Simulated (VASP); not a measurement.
# TiAl3 (Pm-3m) in VASP: single point with LDA

Aim: the single point of TiAl3 with LDA.

Everything below comes from runs of VASP 6.6.1. Logs are shortened: lines on timing, memory, paths and dates and some standing lists are left out, and cuts for length are marked.

## Step 1: The cell of the first run

It takes space group Pm-3m (No. 221, cubic). Conventional cell: a = 3.956 Å, b = 3.956 Å, c = 3.956 Å, α = 90.00°, β = 90.00°, γ = 90.00°. Within 3.7 Å of Ti (site symmetry m-3m) lie 12 Al at 2.80 Å. Al (site symmetry 4/mmm) has 4 Ti at 2.80 Å and 8 Al at 2.80 Å within 3.7 Å.

## Step 2: Single point, LDA

File INCAR:

```
SYSTEM = TiAl3
PREC = Accurate ; ENCUT = 500
EDIFF = 1E-6 ; ISMEAR = 1
SIGMA = 0.05 ; LREAL = .FALSE.
LASPH = .TRUE. ; NELM = 120
ALGO = Normal ; ISIF = 2
LWAVE = .FALSE. ; LCHARG = .FALSE.
NBANDS = 18 ; GGA_COMPAT = .FALSE.
```

File KPOINTS:

```
Automatic mesh
0
G
  11 11 11
  0 0 0
```

File POSCAR:

```
TiAl3
1.0
    3.9556710000      0.0000000000      0.0000000000
    0.0000000000      3.9556710000      0.0000000000
    0.0000000000      0.0000000000      3.9556710000
Ti Al
1 3
Direct
    0.0000000000      0.0000000000      0.0000000000
    0.5000000000      0.5000000000      0.0000000000
    0.0000000000      0.5000000000      0.5000000000
    0.5000000000      0.0000000000      0.5000000000
```

Potentials or basis: VASP PAW LDA potentials, release 64 (Ti_sv, Al).

Launch:

```console
$ cat potpaw_LDA.64/Ti_sv/POTCAR potpaw_LDA.64/Al/POTCAR > POTCAR
$ mpirun -np 1 vasp_std > vasp.out
```

OUTCAR:

```text
SYSTEM = TiAl3
   PREC = Accurate
   ENCUT = 500
   EDIFF = 1E-6
   ISMEAR = 1
   LREAL = .FALSE.
   LASPH = .TRUE.
   NELM = 120
   ISIF = 2

 ion  position               nearest neighbor table
   1  0.000  0.000  0.000-   2 2.80   3 2.80   4 2.80   3 2.80   4 2.80   2 2.80   3 2.80   3 2.80
                             2 2.80   4 2.80   4 2.80   2 2.80
   2  0.500  0.500  0.000-   1 2.80   3 2.80   4 2.80   3 2.80   4 2.80   1 2.80   4 2.80   4 2.80
                             1 2.80   3 2.80   3 2.80   1 2.80
   3  0.000  0.500  0.500-   1 2.80   2 2.80   4 2.80   1 2.80   2 2.80   1 2.80   4 2.80   1 2.80
                             2 2.80   4 2.80   2 2.80   4 2.80
   4  0.500  0.000  0.500-   1 2.80   2 2.80   3 2.80   1 2.80   2 2.80   2 2.80   3 2.80   2 2.80
                             1 2.80   3 2.80   1 2.80   3 2.80

  LATTYP: Found a simple cubic cell.
 ALAT       =     3.9556710000

  Lattice vectors:

 A1 = (   3.9556710000,   0.0000000000,   0.0000000000)
 A2 = (   0.0000000000,   3.9556710000,   0.0000000000)
 A3 = (   0.0000000000,   0.0000000000,   3.9556710000)

Analysis of symmetry for initial positions (statically):
=====================================================================
 Subroutine PRICEL returns:
 Original cell was already a primitive cell.

 Routine SETGRP: Setting up the symmetry group for a
 simple cubic supercell.

 Subroutine GETGRP returns: Found 48 space group operations
 (whereof 48 operations were pure point group operations)
 out of a pool of 48 trial point group operations.

The static configuration has the point symmetry O_h .

Analysis of symmetry for dynamics (positions and initial velocities):
=====================================================================
 Subroutine PRICEL returns:
 Original cell was already a primitive cell.

 Routine SETGRP: Setting up the symmetry group for a
 simple cubic supercell.

 Subroutine GETGRP returns: Found 48 space group operations
 (whereof 48 operations were pure point group operations)
 out of a pool of 48 trial point group operations.

The dynamic configuration has the point symmetry O_h .

 Subroutine INISYM returns: Found 48 space group operations
 (whereof 48 operations are pure point group operations),
 and found     1 'primitive' translations

----------------------------------------------------------------------------------------

                                     Primitive cell

  volume of cell :      61.8957

[... 88 lines left out ...]
   LSORBIT =      F    spin-orbit coupling
   LASPH  =      T    aspherical Exc in radial PAW
   ENCUT  =  500.0 eV  36.75 Ry    6.06 a.u.   7.21  7.21  7.21*2*pi/ulx,y,z
   NELM   =    120;   NELMIN=  2; NELMDL= -5     # of ELM steps
   EDIFF  = 0.1E-05   stopping-criterion for ELM
   LREAL  =      F    real-space projection
   EDIFFG = 0.1E-04   stopping-criterion for IOM
   NSW    =      0    number of steps for IOM
   IBRION =     -1    ionic relax: 0-MD 1-quasi-New 2-CG
   NFREE  =      0    steps in history (QN), initial steepest desc. (CG)
   ISIF   =      2    stress and relaxation
   ISYM   =      2    0-nonsym 1-usesym 2-fastsym
   POTIM  = 0.5000    time-step for ionic-motion
   TEBEG  =    0.0;   TEEND  =   0.0 temperature during run
   PSTRESS=    0.0 pullay stress
   NELECT =      21.0000    total number of electrons
   NUPDOWN=      -1.0000    fix difference up-down
   EMIN   =  10.00;   EMAX   =-10.00  energy-range for DOS
   EFERMI =   0.00;   METHOD = LEGACY
   ISMEAR =     1;   SIGMA  =   0.05  broadening in eV -4-tet -1-fermi 0-gaus
   EFERMI_NEDOS =   21; number of points for ismear=-14 and -15
   IALGO  =     38    algorithm
   IMIX   =      4    mixing-type and parameters
     AMIX     =   0.40;   BMIX     =  1.00
     AMIX_MAG =   1.60;   BMIX_MAG =  1.00
  volume/ion in A,a.u.               =      15.47       104.42
  Fermi-wavevector in a.u.,A,eV,Ry     =   1.141812  2.157711 17.738373  1.303734
  Thomas-Fermi vector in A             =   2.278511
   LORBIT       =      0    0 simple, 1 ext, 2 COOP (PROOUT), +10 PAW based schemes
   GGA     = CA    functional components
   LHFCALC =     F    Hartree Fock is set to
   AEXX    =    0.0000 exact exchange contribution
   IVDW    =     0    specifies the selected vdW correction
   LEPSILON=     F    determine dielectric tensor
   LRPA    =     F    only Hartree local field effects (RPA)
 non-spin polarized calculation
 Methfessel and Paxton  Order N= 1 SIGMA  =   0.05
  energy-cutoff  :      500.00
  volume of cell :       61.90
 maximum number of plane-waves:      1588
 NGX is ok and might be reduce to    30
   NGX = 15   NGY = 15   NGZ = 15

 number of electron      20.9999997 magnetization

 Free energy of the ion-electron system (eV)
  ---------------------------------------------------
  ext. energy  EPLUGINS =         0.00000000
  ---------------------------------------------------
  free energy    TOTEN  =       -22.67410668 eV

  energy without entropy =      -22.67423765  energy(sigma->0) =      -22.67415034

 E-fermi :   8.9159     XC(G=0): -11.0242

 val. band max:        8.8948041253   @ k =   0.0909   0.0909   0.0000
 cond. band min:       8.9347393030   @ k =   0.1818   0.1818   0.0909
 fundamental gap:      0.0399351777
 Fermi energy:         8.9158534063

 k-point     1 :       0.0000    0.0000    0.0000
  band No.  band energies     occupation
      1     -47.3649      2.00000
      2     -24.0551      2.00000
      3     -24.0551      2.00000
      4     -24.0551      2.00000
      5      -1.8890      2.00000
      6       5.7832      2.00000
[... 481 lines left out ...]
      5      -1.0242      2.00000
      6       3.1307      2.00000
[... 10 lines left out ...]
     17      13.2642      0.00000
     18      14.5068      0.00000

 [... further k-points ...]
[... 5 lines left out ...]
  --------------------------------------------------------------------------------------
  -------------------------------------------------------------------------------------
  Total       -1.3826503     -1.3826503     -1.3826503     -0.0000000      0.0000000      0.0000000
  in kB      -35.7900626    -35.7900626    -35.7900626     -0.0000000      0.0000000      0.0000000
  external PRESSURE =     -35.7900626 kB  Pullay stress =       0.0000000 kB

 VOLUME and BASIS-vectors are now :
 -----------------------------------------------------------------------------
  energy-cutoff  :      500.00
  volume of cell :       61.90
      direct lattice vectors                 reciprocal lattice vectors
     3.955671000  0.000000000  0.000000000     0.252801611  0.000000000  0.000000000
     0.000000000  3.955671000  0.000000000     0.000000000  0.252801611  0.000000000
     0.000000000  0.000000000  3.955671000     0.000000000  0.000000000  0.252801611

 POSITION                                       TOTAL-FORCE (eV/Angst)
 -----------------------------------------------------------------------------------
      0.00000      0.00000      0.00000         0.000000      0.000000      0.000000
      1.97784      1.97784      0.00000         0.000000      0.000000      0.000000
      0.00000      1.97784      1.97784         0.000000      0.000000      0.000000
      1.97784      0.00000      1.97784         0.000000      0.000000      0.000000
 -----------------------------------------------------------------------------------
    total drift:                               -0.000000     -0.000000      0.000000

  FREE ENERGIE OF THE ION-ELECTRON SYSTEM (eV)
  ---------------------------------------------------
  free  energy   TOTEN  =       -22.6741066848 eV

  energy  without entropy=      -22.6742376529  energy(sigma->0) =      -22.67415034
```

OSZICAR:

```text
N       E                     dE             d eps       ncg     rms          rms(c)
DAV:   1     0.116013098587E+03    0.11601E+03   -0.89967E+03  2016   0.104E+03
DAV:   2    -0.162546955675E+02   -0.13227E+03   -0.12885E+03  2052   0.279E+02
DAV:   3    -0.244177790582E+02   -0.81631E+01   -0.80286E+01  3174   0.640E+01
DAV:   4    -0.246411149695E+02   -0.22334E+00   -0.22155E+00  2488   0.942E+00
DAV:   5    -0.246479159896E+02   -0.68010E-02   -0.67986E-02  3020   0.167E+00    0.110E+01
DAV:   6    -0.237362459754E+02    0.91167E+00   -0.24608E+01  2844   0.350E+01    0.800E+00
DAV:   7    -0.227731895569E+02    0.96306E+00   -0.11288E+01  2570   0.225E+01    0.334E+00
DAV:   8    -0.227291222605E+02    0.44067E-01   -0.14066E+00  2626   0.842E+00    0.180E+00
DAV:   9    -0.226739340057E+02    0.55188E-01   -0.39395E-01  2670   0.452E+00    0.266E-01
DAV:  10    -0.226756850148E+02   -0.17510E-02   -0.10375E-02  2572   0.661E-01    0.315E-01
DAV:  11    -0.226741268094E+02    0.15582E-02   -0.63577E-03  2932   0.508E-01    0.663E-02
DAV:  12    -0.226741067791E+02    0.20030E-04   -0.33363E-04  2706   0.114E-01    0.261E-02
DAV:  13    -0.226741066848E+02    0.94299E-07   -0.62214E-06  2188   0.167E-02
   1 F= -.22674107E+02 E0= -.22674150E+02  d E =0.130968E-03
```

stdout:

```text
POSCAR found type information on POSCAR TiAl
 POSCAR found :  2 types and       4 ions
 scaLAPACK will be used
 LDA part: xc-table for (Slater(with rela. corr.)+CA(PZ))
 , standard interpolation
 POSCAR, INCAR and KPOINTS ok, starting setup
 FFT: planning ... GRIDC
 FFT: planning ... GRID_SOFT
 FFT: planning ... GRID
 WAVECAR not read
 entering main loop
```

It took 28 s on 1 thread of Intel Xeon 8259CL, shared host; peak memory 0.15 GiB.

Results:

```yaml
Free_energy: -22.6741 eV
Pressure: -3.6 GPa
Band_gap_on_the_k_mesh: zero (an odd number of electrons rules out a gap without spin polarisation)
```

Caveat: the cell stands under tension.

The gap in the log of VASP goes by the Fermi energy; the results here count the filled bands.